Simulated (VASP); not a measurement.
**HfO2: relaxation of cell and atoms with PBEsol**

Crystal: HfO2.

```
Hf O
1.0
     0.00000    2.55750    2.55750
     2.55750    0.00000    2.55750
     2.55750    2.55750    0.00000
Hf O
1 2
Direct
  0.00000 0.00000 0.00000
  0.75000 0.75000 0.75000
  0.25000 0.25000 0.25000
```

```json
{
  "Program": "VASP 6.6.1",
  "Task": "relaxation of cell and atoms",
  "Functional": "PBEsol",
  "Potentials or basis": "VASP PAW PBE potentials, release 64 (Hf_pv, O)",
  "Cutoff": "600 eV",
  "k mesh": "9 × 9 × 9",
  "Occupations": "fermi-dirac, width 0.05 eV",
  "Spin": "no spin polarisation",
  "Dipole correction": "no",
  "Further INCAR settings": "ALGO = Normal; EDIFF = 1e-07; IBRION = 2; EDIFFG = -0.01; NSW = 60; ISIF = 3"
}
```

```yaml
Relaxed_volume: 10.53 Å³/atom
Relaxed_cell: a = 3.549 Å, b = 3.549 Å, c = 3.549 Å, α = 60.00°, β = 60.00°, γ = 60.00°
Space_group_after_relaxing_to_0.05_Å: Fm-3m (No. 225)
Energy_gained_by_relaxing: 28.0 meV/atom
Ionic_steps: 4
Pressure_after_relaxing: 0.0 GPa
Band_gap_on_the_k_mesh: 3.87 eV, indirect (least direct gap 3.99 eV)
```

The path:
```
step  energy change (eV)  largest force (eV/Å)  pressure (GPa)  volume (Å³)
   1              0.0000                0.0000          -13.75        33.46
   2              0.1213                0.0000           27.65        29.03
   3             -0.0839                0.0000           -0.37        31.64
   4             -0.0839                0.0000           -0.02        31.60
```

Final structure:
```xyz
3
Lattice="0.0000 2.5093 2.5093 2.5093 0.0000 2.5093 2.5093 2.5093 0.0000" Properties=species:S:1:pos:R:3 pbc="T T T"
Hf    5.0186    2.5093    2.5093
O     3.7640    3.7640    3.7640
O     1.2547    1.2547    1.2547
```

Levels at points of the mesh, in eV from the valence-band top:
```
           k point  band 9  band 10  band 11  band 12  band 13  band 14
(0.00, 0.00, 0.00)   -0.58    -0.58    -0.58     3.90     3.90     5.95
```

It took 43 s on 1 thread of AMD EPYC 9R45 96-Core Processor (Zen 5) (shared host), peak memory 0.15 GiB.

Caveat: the PAW data sets were made with another functional, which shifts forces and pressure a little; spin-orbit coupling is left out, which moves the levels of the heavy elements. A k mesh can miss the band edges.
